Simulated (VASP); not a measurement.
The system is SrCl.

```
CELL_PARAMETERS angstrom
0.00000 3.00448 3.00448
3.00448 0.00000 3.00448
3.00448 3.00448 0.00000
ATOMIC_POSITIONS crystal
Sr 0.50000 0.50000 0.50000
Cl 0.00000 0.00000 0.00000
```

```yaml
Program: VASP 6.6.1
Task: relaxation of cell and atoms
Functional: r2SCAN
Potentials_or_basis: VASP PAW PBE potentials, release 64 (Sr_sv, Cl)
Cutoff: 600 eV
k_mesh: 12 × 12 × 12
Occupations: gaussian, width 0.1 eV
Spin: no spin polarisation
```

At the start: pressure 0.9 GPa; volume 27.12 Å³/atom.

**Question.** Where does the relaxation end?

**Answer.** Over 3 steps the energy falls by 2.0 meV/atom and the volume is 27.93 Å³/atom (+3.0 %); space group Fm-3m (No. 225, to 0.1 Å) before and after.

The path:
```
step  energy change (eV)  largest force (eV/Å)  pressure (GPa)  volume (Å³)
   1              0.0000                0.0000            0.87        54.24
   2             -0.0039                0.0000            0.21        55.41
   3             -0.0041                0.0000           -0.05        55.85
```

Final structure:
```
CELL_PARAMETERS angstrom
0.00000 3.03391 3.03391
3.03391 0.00000 3.03391
3.03391 3.03391 0.00000
ATOMIC_POSITIONS crystal
Sr 0.50000 0.50000 0.50000
Cl 0.00000 0.00000 0.00000
```

Caveat: the PAW data sets were made with another functional, which shifts forces and pressure a little; an odd number of electrons without spin polarisation forces a metal; a magnetic or distorted state may lie lower.
